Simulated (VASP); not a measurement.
A run of VASP 6.6.1 is set up as follows.

Contents of INCAR:

```
SYSTEM = C
  PREC = Accurate
  ENCUT = 520
  EDIFF = 1E-7
  ISMEAR = 0
  SIGMA = 0.15
  LREAL = .FALSE.
  LASPH = .TRUE.
  NELM = 100
  ALGO = Normal
  ISIF = 2
  LWAVE = .FALSE.
  LCHARG = .FALSE.
  GGA = PS
  NBANDS = 16
```

File KPOINTS:

```
regular mesh
0
G
  21 21 6
  0 0 0
```

Contents of POSCAR:

```
C
1.0
    1.2071915075     -2.2051658446      0.0000000000
    1.2071915075      2.2051658446      0.0000000000
    0.0000000000      0.0000000000      7.6414578386
C
4
Direct
    0.0833216498      0.9166783502      0.7498439858
    0.5833216498      0.4166783502      0.2501560142
    0.9166783502      0.0833216498      0.2501560142
    0.4166783502      0.5833216498      0.7498439858
```

Potentials or basis: VASP PAW PBE potentials, release 64 (C).

The run is started by

```bash
$ cat potpaw_PBE.64/C/POTCAR > POTCAR
$ mpirun -np 1 vasp_std > vasp.out
```

Question: Predict the pressure.

Answer: -4.8 GPa.

Question: Predict the band gap on the k mesh.

Answer: 0.28 eV.

Question: Predict the largest force.

Answer: 0.473 eV/Å.

Stress tensor (GPa, compression positive):
```
 13.27   0.00   0.00
  0.00 -27.61   0.00
  0.00   0.00  -0.15
```

Caveat: the PAW data sets were made with another functional, which shifts forces and pressure a little; this functional lacks dispersion, which binds the layers, so the pressure and a relaxed spacing across them are unreliable. A k mesh can miss the band edges.
